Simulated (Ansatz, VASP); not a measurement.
Two plane-wave programs on Bi

INCAR

```
  PREC = Accurate
  ENCUT = 520
  EDIFF = 1E-7
  ISMEAR = 0
  SIGMA = 0.1
  LREAL = F
  LASPH = T
  NELM = 100
  ALGO = Normal
  ISIF = 2
  LWAVE = F
  LCHARG = F
  GGA = PE
  NBANDS = 14
```

File KPOINTS:

```
Automatic mesh
0
Gamma
  6 6 6
```

File POSCAR:

```
Bi
1.0
   -1.9814305318      1.9814305318      1.9814305318
    1.9814305318     -1.9814305318      1.9814305318
    1.9814305318      1.9814305318     -1.9814305318
Bi
1
Direct
    0.0000000000      0.0000000000      0.0000000000
```

Input for Ansatz:

```yaml
crystal:
  lattice:
    - [-1.9814305318, 1.9814305318, 1.9814305318]
    - [1.9814305318, -1.9814305318, 1.9814305318]
    - [1.9814305318, 1.9814305318, -1.9814305318]
  atoms:
    - { symbol: Bi, position: [0.0, 0.0, 0.0] }
basis:
  ecutwfc: 420
kpoints:
  mp_grid: { grid: [6, 6, 6] }
hamiltonian:
  xc: pbe
scf:
  occupations: { method: gaussian, width: 0.1 }
  lower_state_search: "off"
output:
  forces: true
  stress: true
  eigenvalues: true
```

Alike in both runs: task single point; functional PBE; k mesh 6 × 6 × 6; occupations gaussian, width 0.1 eV; no spin polarisation.

```csv
,VASP,Ansatz
version,VASP 6.6.1,Ansatz 0.2.0
potentials or method,"VASP PAW PBE potentials, release 64 (Bi_d), cutoff 520 eV","scalar-relativistic, plane waves, PAW"
valence electrons in the cell,15,15
```

```csv
,VASP,Ansatz,Ansatz less VASP
gap on the k mesh at the Fermi level (eV),none,none,-
pressure (GPa),1.0,1.1,+0.06
```

A gap of «none» marks a metal or a gap that the smearing closes.

The k mesh is coarse, so the values compare programs but aren't converged. Spin-orbit coupling is off throughout.
